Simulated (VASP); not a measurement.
# W2Se (P6_3mc) in VASP: single point with PBE

Aim: the single point of W2Se with PBE.

Program: VASP 6.6.1. These are calculated values, not measurements. Logs are shortened: lines on timing, memory, paths and dates and some standing lists are left out, and cuts for length are marked.

## 1. The cell of the first run

It takes space group P6_3mc (No. 186, hexagonal). Conventional cell: a = 3.181 Å, b = 3.181 Å, c = 12.662 Å, α = 90.00°, β = 90.00°, γ = 120.00°. Within 3.4 Å of W (site symmetry 3m) lie 9 W at 2.58 to 3.18 Å and 1 Se at 2.64 Å. Within 3.4 Å of W (site symmetry 3m) lie 9 W at 2.58 to 3.18 Å and 3 Se at 2.62 Å. Within 3.5 Å of Se (site symmetry 3m) lie 4 W at 2.62 to 2.64 Å and 6 Se at 3.18 Å.

## 2. Single point, PBE

The input, POSCAR:

```
W2Se
1.0
    3.1807009041      0.0000000000      0.0000000000
   -1.5903504521      2.7545677848      0.0000000000
    0.0000000000      0.0000000000     12.6622845907
W Se
4 2
Direct
    0.0000000000      0.0000000000      0.5864192698
    0.0000000000      0.0000000000      0.0864192698
    0.3333333333      0.6666666667      0.7298347710
    0.6666666667      0.3333333333      0.2298347710
    0.0000000000      0.0000000000      0.3775905292
    0.0000000000      0.0000000000      0.8775905292
```

The input, INCAR.step1:

```
SYSTEM = W2Se
PREC = Accurate ; ENCUT = 520
EDIFF = 1E-6 ; ISMEAR = 0
SIGMA = 0.1 ; LREAL = .False.
LASPH = .True. ; NELM = 80
ALGO = Normal ; ISIF = 2
LWAVE = .False. ; LCHARG = .True.
LMAXMIX = 4 ; GGA = PE
NBANDS = 43
```

The input, KPOINTS.step1:

```
Automatic mesh
0
Gamma
  12 12 4
  0 0 0
```

The input, INCAR.step2:

```
SYSTEM = W2Se
PREC = Accurate ; ENCUT = 520
EDIFF = 1E-6 ; ISMEAR = -5
SIGMA = 0.1 ; LREAL = .False.
LASPH = .True. ; NELM = 80
ALGO = Normal ; ISIF = 2
LWAVE = .False. ; LCHARG = .False.
LMAXMIX = 4 ; GGA = PE
LORBIT = 11 ; NBANDS = 43
NEDOS = 1001 ; ICHARG = 11
```

The input, KPOINTS.step2:

```
Automatic mesh
0
Gamma
  18 18 6
  0 0 0
```

Potentials or basis: VASP PAW PBE potentials, release 64 (W_sv, Se).

The run is started by

```bash
$ cat potpaw_PBE.64/W_sv/POTCAR potpaw_PBE.64/Se/POTCAR > POTCAR
$ cp INCAR.step1 INCAR
$ cp KPOINTS.step1 KPOINTS
$ mpirun -np 1 vasp_std > vasp.out
$ cp INCAR.step2 INCAR
$ cp KPOINTS.step2 KPOINTS
$ mpirun -np 1 vasp_std > vasp.out
```

OUTCAR:

```text
SYSTEM = W2Se
   PREC = Accurate
   ENCUT = 520
   EDIFF = 1E-6
   ISMEAR = -5
   LREAL = .False.
   LASPH = .True.
   NELM = 80
   ISIF = 2
   GGA = PE
   LORBIT = 11
   ICHARG = 11

 ion  position               nearest neighbor table
   1  0.000  0.000  0.586-   3 2.58   3 2.58   3 2.58   5 2.64
   2  0.000  0.000  0.086-   4 2.58   4 2.58   4 2.58   6 2.64
   3  0.333  0.667  0.730-   1 2.58   1 2.58   1 2.58   6 2.62   6 2.62   6 2.62
   4  0.667  0.333  0.230-   2 2.58   2 2.58   2 2.58   5 2.62   5 2.62   5 2.62
   5  0.000  0.000  0.378-   4 2.62   4 2.62   4 2.62   1 2.64
   6  0.000  0.000  0.878-   3 2.62   3 2.62   3 2.62   2 2.64

  LATTYP: Found a hexagonal cell.
 ALAT       =     3.1807009041
 C/A-ratio  =     3.9809730536

  Lattice vectors:

 A1 = (   3.1807009041,   0.0000000000,   0.0000000000)
 A2 = (  -1.5903504521,   2.7545677848,   0.0000000000)
 A3 = (   0.0000000000,   0.0000000000,  12.6622845907)

Analysis of symmetry for initial positions (statically):
=====================================================================
 Subroutine PRICEL returns:
 Original cell was already a primitive cell.

 Routine SETGRP: Setting up the symmetry group for a
 hexagonal supercell.

 Subroutine GETGRP returns: Found 12 space group operations
 (whereof  6 operations were pure point group operations)
 out of a pool of 24 trial point group operations.

The static configuration has the point symmetry C_3v.
 The point group associated with its full space group is C_6v.

Analysis of symmetry for dynamics (positions and initial velocities):
=====================================================================
 Subroutine PRICEL returns:
 Original cell was already a primitive cell.

 Routine SETGRP: Setting up the symmetry group for a
 hexagonal supercell.

 Subroutine GETGRP returns: Found 12 space group operations
 (whereof  6 operations were pure point group operations)
 out of a pool of 24 trial point group operations.

The dynamic configuration has the point symmetry C_3v.
 The point group associated with its full space group is C_6v.

 Subroutine INISYM returns: Found 12 space group operations
 (whereof  6 operations are pure point group operations),
 and found     1 'primitive' translations

----------------------------------------------------------------------------------------

                                     Primitive cell

  volume of cell :     110.9401

  direct lattice vectors                    reciprocal lattice vectors
     3.180700904  0.000000000  0.000000000     0.314396113  0.181516680  0.000000000
    -1.590350452  2.754567785  0.000000000     0.000000000  0.363033361  0.000000000
     0.000000000  0.000000000 12.662284591     0.000000000  0.000000000  0.078974690

  length of vectors
     3.180700904  3.180700904 12.662284591     0.363033361  0.363033361  0.078974690

  position of ions in fractional coordinates (direct lattice)
     0.000000000  0.000000000  0.586419270
     0.000000000  0.000000000  0.086419270
     0.333333333  0.666666667  0.729834771
     0.666666667  0.333333333  0.229834771
     0.000000000  0.000000000  0.377590529
     0.000000000  0.000000000  0.877590529

  ion indices of the primitive-cell ions
   primitive index   ion index
                 1           1
                 2           2
                 3           3
                 4           4
                 5           5
                 6           6

----------------------------------------------------------------------------------------

 KPOINTS: Automatic mesh

Automatic generation of k-mesh.
 Grid dimensions read from file:
 generate k-points for:   18   18    6

 Generating k-lattice:

  Cartesian coordinates                     Fractional coordinates (reciprocal lattice)
     0.017466451  0.010084260  0.000000000     0.055555556  0.000000000  0.000000000
     0.000000000  0.020168520  0.000000000     0.000000000  0.055555556  0.000000000
     0.000000000  0.000000000  0.013162448     0.000000000  0.000000000  0.166666667

  Length of vectors
     0.020168520  0.020168520  0.013162448

  Shift w.r.t. Gamma in fractional coordinates (k-lattice)
     0.000000000  0.000000000  0.000000000

 TETIRR: Found   1977 inequivalent tetrahedra from    11664

 Subroutine IBZKPT returns following result:
 ===========================================

 Found    148 irreducible k-points:

 Following reciprocal coordinates:
            Coordinates               Weight
  0.000000  0.000000  0.000000      1.000000
  0.055556  0.000000  0.000000      6.000000
  0.111111  0.000000  0.000000      6.000000
  0.166667 -0.000000  0.000000      6.000000
  0.222222  0.000000  0.000000      6.000000
  0.277778  0.000000  0.000000      6.000000
[... 16 lines left out ...]
  0.333333  0.111111  0.000000     12.000000
  0.388889  0.111111  0.000000     12.000000
 [... further k-points ...]
   k-points           NKPTS =    148   k-points in BZ     NKDIM =    148   number of bands    NBANDS=     43
   number of dos      NEDOS =   1001   number of ions     NIONS =      6
   total plane-waves  NPLWV =  55296
   dimension x,y,z NGX =    24 NGY =   24 NGZ =   96
   dimension x,y,z NGXF=    48 NGYF=   48 NGZF=  192
   ions per type =               4   2
   NGX,Y,Z   is equivalent  to a cutoff of  12.54, 12.54, 12.60 a.u.
   NGXF,Y,Z  is equivalent  to a cutoff of  25.09, 25.09, 25.21 a.u.
 SYSTEM =  W2Se
   PREC   = accura    normal or accurate (medium, high low for compatibility)
   ISTART =      0    job   : 0-new  1-cont  2-samecut
   ICHARG =     11    charge: 1-file 2-atom 10-const
   ISPIN  =      1    spin polarized calculation?
   LNONCOLLINEAR =      F non collinear calculations
   LSORBIT =      F    spin-orbit coupling
   LASPH  =      T    aspherical Exc in radial PAW
   ENCUT  =  520.0 eV  38.22 Ry    6.18 a.u.   5.91  5.91 23.54*2*pi/ulx,y,z
   NELM   =     80;   NELMIN=  2; NELMDL=  0     # of ELM steps
   EDIFF  = 0.1E-05   stopping-criterion for ELM
   LREAL  =      F    real-space projection
   EDIFFG = 0.1E-04   stopping-criterion for IOM
   NSW    =      0    number of steps for IOM
   IBRION =     -1    ionic relax: 0-MD 1-quasi-New 2-CG
   NFREE  =      0    steps in history (QN), initial steepest desc. (CG)
   ISIF   =      2    stress and relaxation
   ISYM   =      2    0-nonsym 1-usesym 2-fastsym
   POTIM  = 0.5000    time-step for ionic-motion
   TEBEG  =    0.0;   TEEND  =   0.0 temperature during run
   PSTRESS=    0.0 pullay stress
   NELECT =      68.0000    total number of electrons
   NUPDOWN=      -1.0000    fix difference up-down
   EMIN   =  10.00;   EMAX   =-10.00  energy-range for DOS
   EFERMI =   0.00;   METHOD = LEGACY
   ISMEAR =    -5;   SIGMA  =   0.10  broadening in eV -4-tet -1-fermi 0-gaus
   EFERMI_NEDOS =   21; number of points for ismear=-14 and -15
   IALGO  =     38    algorithm
   IMIX   =      4    mixing-type and parameters
     AMIX     =   0.40;   BMIX     =  1.00
     AMIX_MAG =   1.60;   BMIX_MAG =  1.00
  volume/ion in A,a.u.               =      18.49       124.78
  Fermi-wavevector in a.u.,A,eV,Ry     =   1.390641  2.627930 26.312065  1.933882
  Thomas-Fermi vector in A             =   2.514557
   LORBIT       =     11    0 simple, 1 ext, 2 COOP (PROOUT), +10 PAW based schemes
   GGA     = PE    functional components
   LHFCALC =     F    Hartree Fock is set to
   AEXX    =    0.0000 exact exchange contribution
   IVDW    =     0    specifies the selected vdW correction
   LEPSILON=     F    determine dielectric tensor
   LRPA    =     F    only Hartree local field effects (RPA)
 non-spin polarized calculation
 Fermi weights with tetrahedron method with Bloechl corrections
  energy-cutoff  :      520.00
  volume of cell :      110.94
 maximum number of plane-waves:      3010
 NGX is ok and might be reduce to    24

 number of electron      67.9999997 magnetization

 Free energy of the ion-electron system (eV)
  ---------------------------------------------------
  ext. energy  EPLUGINS =         0.00000000
  ---------------------------------------------------
  free energy    TOTEN  =       -56.54003991 eV

  energy without entropy =      -56.54003991  energy(sigma->0) =      -56.54003991

 E-fermi :   8.4503     XC(G=0): -12.0219

 val. band max:        8.4904600711   @ k =   0.0556   0.0000   0.5000
 cond. band min:       8.4277947923   @ k =   0.2222   0.2222   0.0000
 fundamental gap:     -0.0626652788
 Fermi energy:         8.4503040435

 k-point     1 :       0.0000    0.0000    0.0000
  band No.  band energies     occupation
      1     -65.7437      2.00000
      2     -65.7437      2.00000
      3     -65.4086      2.00000
      4     -65.4086      2.00000
      5     -30.3200      2.00000
      6     -30.3169      2.00000
[... 35 lines left out ...]
     42      11.6117      0.00000
     43      11.6284      0.00000

 k-point     2 :       0.0556    0.0000    0.0000
  band No.  band energies     occupation
      1     -65.7426      2.00000
      2     -65.7425      2.00000
      3     -65.4087      2.00000
      4     -65.4087      2.00000
      5     -30.3186      2.00000
      6     -30.3156      2.00000
[... 35 lines left out ...]
     42      11.6658      0.00000
     43      11.6975      0.00000

 k-point     3 :       0.1111    0.0000    0.0000
  band No.  band energies     occupation
      1     -65.7393      2.00000
      2     -65.7393      2.00000
      3     -65.4091      2.00000
      4     -65.4091      2.00000
      5     -30.3149      2.00000
      6     -30.3122      2.00000
[... 919 lines left out ...]
      6     -30.3307      2.00000
[... 35 lines left out ...]
     42      11.6887      0.00000
     43      11.9596      0.00000

 k-point    24 :       0.3889    0.1111    0.0000
  band No.  band energies     occupation
      1     -65.7052      2.00000
      2     -65.7052      2.00000
      3     -65.4150      2.00000
      4     -65.4150      2.00000
      5     -30.3450      2.00000
      6     -30.3442      2.00000
[... 35 lines left out ...]
     42      11.7083      0.00000
     43      11.9346      0.00000

 [... further k-points ...]

------------------------ aborting loop because EDIFF is reached ----------------------------------------

  FORCE on cell =-STRESS in cart. coord.  units (eV):
  Direction    XX          YY          ZZ          XY          YZ          ZX
  --------------------------------------------------------------------------------------
  -------------------------------------------------------------------------------------
  Total        0.2714599      0.2714599      0.1548357     -0.0000000      0.0000000     -0.0000000
  in kB        3.9203780      3.9203780      2.2361104     -0.0000000      0.0000000     -0.0000000
  external PRESSURE =       3.3589554 kB  Pullay stress =       0.0000000 kB

 VOLUME and BASIS-vectors are now :
 -----------------------------------------------------------------------------
  energy-cutoff  :      520.00
  volume of cell :      110.94
      direct lattice vectors                 reciprocal lattice vectors
     3.180700904  0.000000000  0.000000000     0.314396113  0.181516680  0.000000000
    -1.590350452  2.754567785  0.000000000     0.000000000  0.363033361  0.000000000
     0.000000000  0.000000000 12.662284591     0.000000000  0.000000000  0.078974690

 POSITION                                       TOTAL-FORCE (eV/Angst)
 -----------------------------------------------------------------------------------
      0.00000      0.00000      7.42541         0.000000      0.000000      0.019325
      0.00000      0.00000      1.09427         0.000000      0.000000      0.019325
     -0.00000      1.83638      9.24138        -0.000000     -0.000000     -0.029843
      1.59035      0.91819      2.91023         0.000000      0.000000     -0.029843
      0.00000      0.00000      4.78116         0.000000      0.000000      0.010518
      0.00000      0.00000     11.11230         0.000000      0.000000      0.010518
 -----------------------------------------------------------------------------------
    total drift:                                0.000000      0.000000     -0.007967

  FREE ENERGIE OF THE ION-ELECTRON SYSTEM (eV)
  ---------------------------------------------------
  free  energy   TOTEN  =       -56.5400399059 eV

  energy  without entropy=      -56.5400399059  energy(sigma->0) =      -56.54003991

 total charge

# of ion       s       p       d       tot
------------------------------------------
    1        2.401   6.229   3.361  11.991
    2        2.401   6.229   3.361  11.991
    3        2.392   6.284   3.401  12.076
    4        2.392   6.284   3.401  12.076
    5        1.465   2.335   0.082   3.882
    6        1.465   2.335   0.082   3.882
--------------------------------------------------
tot         12.515  29.697  13.687  55.899
```

Run time: 7.4 min. Hardware: 1 thread of AMD EPYC 9R45 (Zen 5), shared host; peak memory 0.57 GiB.

Results:

| Property | Result |
| --- | --- |
| Valence electrons inside the program's atomic spheres | W 11.99, 12.08 (each value once); Se 3.88 |

Levels at points of the mesh, in eV from the Fermi level:
```tsv
k point	band 30	band 31	band 32	band 33	band 34	band 35	band 36	band 37	band 38	band 39
(0.00, 0.00, 0.00)	-1.87	-1.79	-1.79	0.08	0.08	0.53	0.53	1.75	1.84	2.36
(0.50, 0.00, 0.00)	-2.33	-0.95	-0.58	0.14	0.14	0.94	1.05	2.39	2.44	2.48
(0.00, 0.00, 0.50)	-1.82	-1.82	-1.82	0.29	0.29	0.29	0.29	1.77	1.77	2.72
(0.50, 0.00, 0.50)	-2.36	-0.43	-0.43	-0.24	-0.24	0.94	0.94	2.39	2.39	2.82
```

Caveat: spin-orbit coupling is left out, which moves the levels of the heavy elements; tetrahedron occupations give inexact forces and stress in metals.
